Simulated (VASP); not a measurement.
# PtS2 (P-3m1) in VASP: notebook

The runs below take PtS2 through single point, relaxation of the atoms, with PBE.

All numbers are computed with VASP 6.6.1; they aren't measurements. Logs are shortened: lines on timing, memory, paths and dates and some standing lists are left out, and cuts for length are marked.

**1. The cell of the first run**

Symmetry: P-3m1, No. 164, trigonal system. Conventional cell: a = 3.543 Å, b = 3.543 Å, c = 5.039 Å, α = 90.00°, β = 90.00°, γ = 120.00°. Pt (site symmetry -3m) has 6 S at 2.39 Å within 3.2 Å. S (site symmetry 3m) has 3 Pt at 2.39 Å and 6 S at 3.21 to 3.29 Å within 3.3 Å.

**2. Single point, PBE**

Contents of INCAR:

```
  ALGO = Normal
  EDIFF = 1E-6
  ENCUT = 520
  GGA = PE
  ISIF = 2
  ISMEAR = -1
  LASPH = T
  LCHARG = F
  LREAL = F
  LWAVE = F
  NBANDS = 18
  NELM = 80
  PREC = Accurate
  SIGMA = 0.02
```

Contents of KPOINTS:

```
k-points
0
Gamma
  9 9 6
```

Contents of POSCAR:

```
PtS2
1.0
    3.5431994758      0.0000000000      0.0000000000
   -1.7715997379      3.0685007567      0.0000000000
    0.0000000000      0.0000000000      5.0388000000
Pt S
1 2
Direct
    0.0000000000      0.0000000000      0.0000000000
    0.3333333333      0.6666666667      0.2448969172
    0.6666666667      0.3333333333      0.7551030828
```

Potentials or basis: VASP PAW PBE potentials, release 64 (Pt, S).

Started as:

```
$ cat potpaw_PBE.64/Pt/POTCAR potpaw_PBE.64/S/POTCAR > POTCAR
$ mpirun -np 1 vasp_std > vasp.out
```

OUTCAR:

```text
EDIFF = 1E-6
   ENCUT = 520
   GGA = PE
   ISIF = 2
   ISMEAR = -1
   LASPH = T
   LREAL = F
   NELM = 80
   PREC = Accurate

 ion  position               nearest neighbor table
   1  0.000  0.000  0.000-   2 2.39   3 2.39   2 2.39   3 2.39   3 2.39   2 2.39
   2  0.333  0.667  0.245-   1 2.39   1 2.39   1 2.39
   3  0.667  0.333  0.755-   1 2.39   1 2.39   1 2.39

  LATTYP: Found a hexagonal cell.
 ALAT       =     3.5431994758
 C/A-ratio  =     1.4221045229

  Lattice vectors:

 A1 = (   3.5431994758,   0.0000000000,   0.0000000000)
 A2 = (  -1.7715997379,   3.0685007567,   0.0000000000)
 A3 = (   0.0000000000,   0.0000000000,   5.0388000000)

Analysis of symmetry for initial positions (statically):
=====================================================================
 Subroutine PRICEL returns:
 Original cell was already a primitive cell.

 Routine SETGRP: Setting up the symmetry group for a
 hexagonal supercell.

 Subroutine GETGRP returns: Found 12 space group operations
 (whereof 12 operations were pure point group operations)
 out of a pool of 24 trial point group operations.

The static configuration has the point symmetry D_3d.

Analysis of symmetry for dynamics (positions and initial velocities):
=====================================================================
 Subroutine PRICEL returns:
 Original cell was already a primitive cell.

 Routine SETGRP: Setting up the symmetry group for a
 hexagonal supercell.

 Subroutine GETGRP returns: Found 12 space group operations
 (whereof 12 operations were pure point group operations)
 out of a pool of 24 trial point group operations.

The dynamic configuration has the point symmetry D_3d.

 Subroutine INISYM returns: Found 12 space group operations
 (whereof 12 operations are pure point group operations),
 and found     1 'primitive' translations

----------------------------------------------------------------------------------------

                                     Primitive cell

  volume of cell :      54.7834

  direct lattice vectors                    reciprocal lattice vectors
     3.543199476  0.000000000  0.000000000     0.282230794  0.162946025  0.000000000
    -1.771599738  3.068500757  0.000000000     0.000000000  0.325892049  0.000000000
     0.000000000  0.000000000  5.038800000     0.000000000  0.000000000  0.198459951

  length of vectors
     3.543199476  3.543199476  5.038800000     0.325892049  0.325892049  0.198459951

  position of ions in fractional coordinates (direct lattice)
     0.000000000  0.000000000  0.000000000
     0.333333333  0.666666667  0.244896917
     0.666666667  0.333333333  0.755103083

  ion indices of the primitive-cell ions
   primitive index   ion index
                 1           1
                 2           2
                 3           3

----------------------------------------------------------------------------------------

 KPOINTS: k-points

Automatic generation of k-mesh.
 Grid dimensions read from file:
 generate k-points for:    9    9    6

 Generating k-lattice:

  Cartesian coordinates                     Fractional coordinates (reciprocal lattice)
     0.031358977  0.018105114  0.000000000     0.111111111  0.000000000  0.000000000
     0.000000000  0.036210228  0.000000000     0.000000000  0.111111111  0.000000000
     0.000000000  0.000000000  0.033076658     0.000000000  0.000000000  0.166666667

  Length of vectors
     0.036210228  0.036210228  0.033076658

  Shift w.r.t. Gamma in fractional coordinates (k-lattice)
     0.000000000  0.000000000  0.000000000

 Subroutine IBZKPT returns following result:
 ===========================================

 Found     62 irreducible k-points:

 Following reciprocal coordinates:
            Coordinates               Weight
  0.000000  0.000000  0.000000      1.000000
  0.111111  0.000000  0.000000      6.000000
  0.222222  0.000000  0.000000      6.000000
  0.333333 -0.000000  0.000000      6.000000
  0.444444  0.000000  0.000000      6.000000
  0.111111  0.111111  0.000000      6.000000
[... 16 lines left out ...]
  0.222222  0.111111  0.166667     12.000000
 -0.111111  0.333333  0.166667     12.000000
 [... further k-points ...]
   k-points           NKPTS =     62   k-points in BZ     NKDIM =     62   number of bands    NBANDS=     18
   number of dos      NEDOS =    301   number of ions     NIONS =      3
   total plane-waves  NPLWV =  31360
   dimension x,y,z NGX =    28 NGY =   28 NGZ =   40
   dimension x,y,z NGXF=    56 NGYF=   56 NGZF=   80
   ions per type =               1   2
   NGX,Y,Z   is equivalent  to a cutoff of  13.14, 13.14, 13.20 a.u.
   NGXF,Y,Z  is equivalent  to a cutoff of  26.28, 26.28, 26.39 a.u.
 SYSTEM =  unknown system
   PREC   = accura    normal or accurate (medium, high low for compatibility)
   ISTART =      0    job   : 0-new  1-cont  2-samecut
   ICHARG =      2    charge: 1-file 2-atom 10-const
   ISPIN  =      1    spin polarized calculation?
   LNONCOLLINEAR =      F non collinear calculations
   LSORBIT =      F    spin-orbit coupling
   LASPH  =      T    aspherical Exc in radial PAW
   ENCUT  =  520.0 eV  38.22 Ry    6.18 a.u.   6.59  6.59  9.37*2*pi/ulx,y,z
   NELM   =     80;   NELMIN=  2; NELMDL= -5     # of ELM steps
   EDIFF  = 0.1E-05   stopping-criterion for ELM
   LREAL  =      F    real-space projection
   EDIFFG = 0.1E-04   stopping-criterion for IOM
   NSW    =      0    number of steps for IOM
   IBRION =     -1    ionic relax: 0-MD 1-quasi-New 2-CG
   NFREE  =      0    steps in history (QN), initial steepest desc. (CG)
   ISIF   =      2    stress and relaxation
   ISYM   =      2    0-nonsym 1-usesym 2-fastsym
   POTIM  = 0.5000    time-step for ionic-motion
   TEBEG  =    0.0;   TEEND  =   0.0 temperature during run
   PSTRESS=    0.0 pullay stress
   NELECT =      22.0000    total number of electrons
   NUPDOWN=      -1.0000    fix difference up-down
   EMIN   =  10.00;   EMAX   =-10.00  energy-range for DOS
   EFERMI =   0.00;   METHOD = LEGACY
   ISMEAR =    -1;   SIGMA  =   0.02  broadening in eV -4-tet -1-fermi 0-gaus
   EFERMI_NEDOS =   21; number of points for ismear=-14 and -15
   IALGO  =     38    algorithm
   IMIX   =      4    mixing-type and parameters
     AMIX     =   0.40;   BMIX     =  1.00
     AMIX_MAG =   1.60;   BMIX_MAG =  1.00
  volume/ion in A,a.u.               =      18.26       123.23
  Fermi-wavevector in a.u.,A,eV,Ry     =   1.207812  2.282434 19.848319  1.458810
  Thomas-Fermi vector in A             =   2.343439
   LORBIT       =      0    0 simple, 1 ext, 2 COOP (PROOUT), +10 PAW based schemes
   GGA     = PE    functional components
   LHFCALC =     F    Hartree Fock is set to
   AEXX    =    0.0000 exact exchange contribution
   IVDW    =     0    specifies the selected vdW correction
   LEPSILON=     F    determine dielectric tensor
   LRPA    =     F    only Hartree local field effects (RPA)
 non-spin polarized calculation
  energy-cutoff  :      520.00
  volume of cell :       54.78
 maximum number of plane-waves:      1507
 NGX is ok and might be reduce to    28
   NGX = 13   NGY = 13   NGZ = 19

 number of electron      22.0000002 magnetization

 Free energy of the ion-electron system (eV)
  ---------------------------------------------------
  ext. energy  EPLUGINS =         0.00000000
  ---------------------------------------------------
  free energy    TOTEN  =       -15.37470924 eV

  energy without entropy =      -15.37470924  energy(sigma->0) =      -15.37470924

 E-fermi :   7.1428     XC(G=0): -10.6685

 val. band max:        6.8183466364   @ k =   0.0000   0.0000   0.0000
 cond. band min:       7.4989163222   @ k =   0.3333   0.3333   0.0000
 fundamental gap:      0.6805696858
 Fermi energy:         7.1428271423

 k-point     1 :       0.0000    0.0000    0.0000
  band No.  band energies     occupation
      1      -8.4740      2.00000
      2      -5.5828      2.00000
      3      -0.2022      2.00000
      4       0.2652      2.00000
      5       0.2652      2.00000
      6       2.9933      2.00000
[... 10 lines left out ...]
     17      14.8133      0.00000
     18      19.5335      0.00000

 k-point     2 :       0.1111    0.0000    0.0000
  band No.  band energies     occupation
      1      -8.3178      2.00000
      2      -5.6561      2.00000
      3      -0.0340      2.00000
      4       0.3636      2.00000
      5       0.3729      2.00000
      6       2.7549      2.00000
[... 10 lines left out ...]
     17      15.2873      0.00000
     18      17.6881      0.00000

 k-point     3 :       0.2222    0.0000    0.0000
  band No.  band energies     occupation
      1      -7.8801      2.00000
      2      -5.8390      2.00000
      3       0.3687      2.00000
      4       0.6051      2.00000
      5       0.7317      2.00000
      6       1.9446      2.00000
[... 10 lines left out ...]
     17      16.0154      0.00000
     18      16.0465      0.00000

 k-point     4 :       0.3333   -0.0000    0.0000
  band No.  band energies     occupation
      1      -7.2684      2.00000
      2      -6.0587      2.00000
      3       0.3215      2.00000
      4       0.8277      2.00000
      5       1.2227      2.00000
      6       1.5453      2.00000
[... 10 lines left out ...]
     17      15.4427      0.00000
     18      16.2706      0.00000

 k-point     5 :       0.4444    0.0000    0.0000
  band No.  band energies     occupation
      1      -6.6970      2.00000
      2      -6.2851      2.00000
      3      -0.3725      2.00000
      4       0.9094      2.00000
      5       1.5067      2.00000
      6       2.4192      2.00000
[... 10 lines left out ...]
     17      14.9106      0.00000
     18      17.7480      0.00000

 k-point     6 :       0.1111    0.1111    0.0000
  band No.  band energies     occupation
      1      -8.0203      2.00000
      2      -5.7830      2.00000
      3       0.2698      2.00000
      4       0.5542      2.00000
      5       0.5628      2.00000
      6       2.4333      2.00000
[... 10 lines left out ...]
     17      16.1362      0.00000
     18      16.3370      0.00000

 k-point     7 :       0.2222    0.1111    0.0000
  band No.  band energies     occupation
      1      -7.4914      2.00000
      2      -5.9766      2.00000
      3       0.6332      2.00000
      4       0.6882      2.00000
      5       1.0525      2.00000
      6       1.5820      2.00000
[... 10 lines left out ...]
     17      15.4023      0.00000
     18      16.3748      0.00000

 k-point     8 :       0.3333    0.1111    0.0000
  band No.  band energies     occupation
      1      -6.8902      2.00000
      2      -6.1775      2.00000
      3       0.0380      2.00000
      4       0.7903      2.00000
      5       1.4927      2.00000
      6       1.8727      2.00000
[... 10 lines left out ...]
     17      15.9522      0.00000
     18      16.5619      0.00000
[... 229 lines left out ...]
     17      16.1158      0.00000
     18      16.7073      0.00000

 k-point    20 :       0.4444    0.0000    0.1667
  band No.  band energies     occupation
      1      -6.5895      2.00000
      2      -6.3925      2.00000
      3      -0.3710      2.00000
      4       0.8882      2.00000
      5       1.6803      2.00000
      6       2.0546      2.00000
[... 10 lines left out ...]
     17      15.4562      0.00000
     18      16.8693      0.00000

 k-point    21 :       0.0000    0.4444    0.1667
  band No.  band energies     occupation
      1      -6.7697      2.00000
      2      -6.1686      2.00000
      3      -0.4966      2.00000
      4       0.8596      2.00000
      5       1.1867      2.00000
      6       2.5272      2.00000
[... 10 lines left out ...]
     17      15.9838      0.00000
     18      17.0060      0.00000

 k-point    22 :       0.1111    0.1111    0.1667
  band No.  band energies     occupation
      1      -7.9393      2.00000
      2      -5.9366      2.00000
      3       0.1673      2.00000
      4       0.5224      2.00000
      5       0.8884      2.00000
      6       2.3709      2.00000
[... 10 lines left out ...]
     17      15.8463      0.00000
     18      16.1365      0.00000

 k-point    23 :       0.2222    0.1111    0.1667
  band No.  band energies     occupation
      1      -7.4043      2.00000
      2      -6.1054      2.00000
      3       0.5280      2.00000
      4       0.7144      2.00000
      5       1.0910      2.00000
      6       1.8572      2.00000
[... 10 lines left out ...]
     17      15.7780      0.00000
     18      16.1366      0.00000

 k-point    24 :      -0.1111    0.3333    0.1667
  band No.  band energies     occupation
      1      -7.4373      2.00000
      2      -6.0387      2.00000
      3       0.2742      2.00000
      4       0.6403      2.00000
      5       1.3099      2.00000
      6       1.5839      2.00000
[... 10 lines left out ...]
     17      15.3736      0.00000
     18      17.1104      0.00000

 [... further k-points ...]

------------------------ aborting loop because EDIFF is reached ----------------------------------------

  FORCE on cell =-STRESS in cart. coord.  units (eV):
  Direction    XX          YY          ZZ          XY          YZ          ZX
  --------------------------------------------------------------------------------------
  -------------------------------------------------------------------------------------
  Total        1.5269759      1.5269759      0.8141005      0.0000000      0.0000000     -0.0000000
  in kB       44.6574391     44.6574391     23.8089173      0.0000000      0.0000000     -0.0000000
  external PRESSURE =      37.7079318 kB  Pullay stress =       0.0000000 kB

 VOLUME and BASIS-vectors are now :
 -----------------------------------------------------------------------------
  energy-cutoff  :      520.00
  volume of cell :       54.78
      direct lattice vectors                 reciprocal lattice vectors
     3.543199476  0.000000000  0.000000000     0.282230794  0.162946025  0.000000000
    -1.771599738  3.068500757  0.000000000     0.000000000  0.325892049  0.000000000
     0.000000000  0.000000000  5.038800000     0.000000000  0.000000000  0.198459951

 POSITION                                       TOTAL-FORCE (eV/Angst)
 -----------------------------------------------------------------------------------
      0.00000      0.00000      0.00000         0.000000      0.000000      0.000000
     -0.00000      2.04567      1.23399        -0.000000      0.000000     -0.041027
      1.77160      1.02283      3.80481         0.000000      0.000000      0.041027
 -----------------------------------------------------------------------------------
    total drift:                               -0.000000     -0.000000      0.000000

  FREE ENERGIE OF THE ION-ELECTRON SYSTEM (eV)
  ---------------------------------------------------
  free  energy   TOTEN  =       -15.3747092370 eV

  energy  without entropy=      -15.3747092367  energy(sigma->0) =      -15.37470924
```

Wall time 57 s (1 thread of Intel Xeon Platinum 8259CL at 2.50GHz (Skylake/Cascade Lake), shared host); peak memory 0.21 GiB.

What came out:

- Free energy: -15.3747 eV
- Pressure: 3.8 GPa
- Largest force: 0.041 eV/Å
- Band gap on the k mesh: 0.68 eV (least direct gap 0.99 eV)

Forces on the atoms (eV/Å):
```
Pt   0.000  0.000  0.000
S    0.000  0.000 -0.041
S    0.000  0.000  0.041
```

Stress tensor (GPa, compression positive):
```
4.47 0.00 0.00
0.00 4.47 0.00
0.00 0.00 2.38
```

Levels at points of the mesh, in eV from the valence-band top:
| k point | band 8 | band 9 | band 10 | band 11 | band 12 | band 13 | band 14 | band 15 |
| --- | --- | --- | --- | --- | --- | --- | --- | --- |
| (0.00, 0.00, 0.00) | -2.13 | -1.12 | -1.12 | 0.00 | 1.94 | 1.94 | 4.58 | 5.40 |
| (0.00, 0.00, 0.50) | -2.77 | -1.40 | -1.40 | -1.19 | 2.56 | 2.56 | 5.52 | 7.07 |

Caveat: the cell stands under pressure; spin-orbit coupling is left out, which moves the levels of the heavy elements; an odd mesh through Γ misses points on the zone boundary, where band edges can lie.

[end of part 1 of 2]
